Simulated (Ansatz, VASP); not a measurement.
**Two plane-wave programs on SiC**

```xyz
2
Lattice="0.0000 2.1784 2.1784 2.1784 0.0000 2.1784 2.1784 2.1784 0.0000" Properties=species:S:1:pos:R:3 pbc="T T T"
C     3.2676    3.2676    3.2676
Si    2.1784    2.1784    2.1784
```

Alike in both runs: functional PBEsol; k mesh 10 × 10 × 10; occupations gaussian, width 0.02 eV; no spin polarisation.

Ansatz relaxed the structure, and its values are those at the end. VASP's run is a single point on that final structure, the one shown.

|  | VASP | Ansatz |
| --- | --- | --- |
| version | VASP 6.6.1 | Ansatz 0.2.0 |
| potentials or method | VASP PAW PBE potentials, release 64 (C, Si), cutoff 600 eV | scalar-relativistic, plane waves, PAW |
| valence electrons in the cell | 8 | 8 |

```tsv
	VASP	Ansatz	Ansatz less VASP
gap on the k mesh at the Fermi level (eV)	1.23	1.24	+0.010
least direct gap on the mesh (eV)	4.44	4.45	+0.009
pressure (GPa)	0.2	0.0	-0.22
```

VASP's potentials were made for PBE, not for PBEsol. The functional is the same, so the differences come from potentials, cutoffs and numerics.
